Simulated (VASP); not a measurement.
**Na2LuSi: single point with PBE**

Crystal: Na2LuSi.

```xyz
4
Lattice="6.2874 0.0000 0.0000 -3.1437 5.4451 0.0000 0.0000 0.0000 5.1721" Properties=species:S:1:pos:R:3 pbc="T T T"
Na    0.0000    3.6301    0.0000
Na    3.1437    1.8150    0.0000
Lu    0.0000    0.0000    0.0000
Si    0.0000    0.0000    2.5861
```

The cell was built from a structure type or drawn by symmetry, and may not be a known phase.

```json
{"Program": "VASP 6.6.1", "Task": "single point", "Functional": "PBE", "Potentials or basis": "VASP PAW PBE potentials, release 64 (Na_pv, Lu, Si)", "Cutoff": "520 eV", "k mesh": "12 × 12 × 10", "Occupations": "gaussian, width 0.1 eV", "Spin": "no spin polarisation"}
```

```json
{
  "Pressure": "-0.1 GPa",
  "Band gap on the k mesh": "zero (an odd number of electrons rules out a gap without spin polarisation)"
}
```

Levels at points of the mesh, in eV from the Fermi level:
```tsv
k point	band 20	band 21	band 22	band 23	band 24	band 25
(0.00, 0.00, 0.00)	0.15	0.15	0.45	0.98	0.98	1.85
(0.50, 0.00, 0.00)	-0.69	-0.17	0.58	0.99	1.56	1.78
(0.00, 0.00, 0.50)	-0.68	-0.47	-0.47	1.25	1.25	2.07
(0.50, 0.00, 0.50)	-0.96	-0.58	-0.13	-0.03	1.31	1.80
```

Run time: 16 min on 1 thread of Intel(R) Xeon(R) Platinum 8488C (Sapphire Rapids), on a shared host, peak memory 0.73 GiB.

Caveat: spin-orbit coupling is left out, which moves the levels of the heavy elements.
